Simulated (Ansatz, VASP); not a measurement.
# Al2O3 in VASP and in Ansatz

```
Al O
1.0
     2.28913    1.32163    4.71516
    -2.28913    1.32163    4.71516
     0.00000   -2.64326    4.71516
Al O
4 6
Direct
  0.85204 0.85204 0.85204
  0.64796 0.64796 0.64796
  0.14796 0.14796 0.14796
  0.35204 0.35204 0.35204
  0.05586 0.44414 0.75000
  0.75000 0.05586 0.44414
  0.44414 0.75000 0.05586
  0.94414 0.55586 0.25000
  0.25000 0.94414 0.55586
  0.55586 0.25000 0.94414
```

Alike in both runs: task single point; functional PBEsol; k mesh 6 × 6 × 6; occupations gaussian, width 0.05 eV; no spin polarisation.

```csv
,VASP,Ansatz
version,VASP 6.6.1,Ansatz 0.2.0
potentials or method,"VASP PAW PBE potentials, release 64 (Al, O), cutoff 520 eV","scalar-relativistic, plane waves, PAW"
valence electrons in the cell,48,48
```

|  | VASP | Ansatz | Ansatz less VASP |
| --- | --- | --- | --- |
| gap on the k mesh at the Fermi level (eV) | 5.29 | 5.29 | -0.005 |
| least direct gap on the mesh (eV) | 5.29 | 5.29 | -0.005 |
| pressure (GPa) | 2.7 | 2.5 | -0.17 |
| traceless stress, the component that is largest in VASP (GPa) | -35.46 | -35.35 | +0.107 |
| rms of the force components (eV/Å) | 0.244 | 0.243 | -0.0013 |

VASP's potentials were made for PBE, not for PBEsol, and Ansatz warns of the same on its side. Atom by atom the forces differ by 0.007 eV/Å (rms over components).
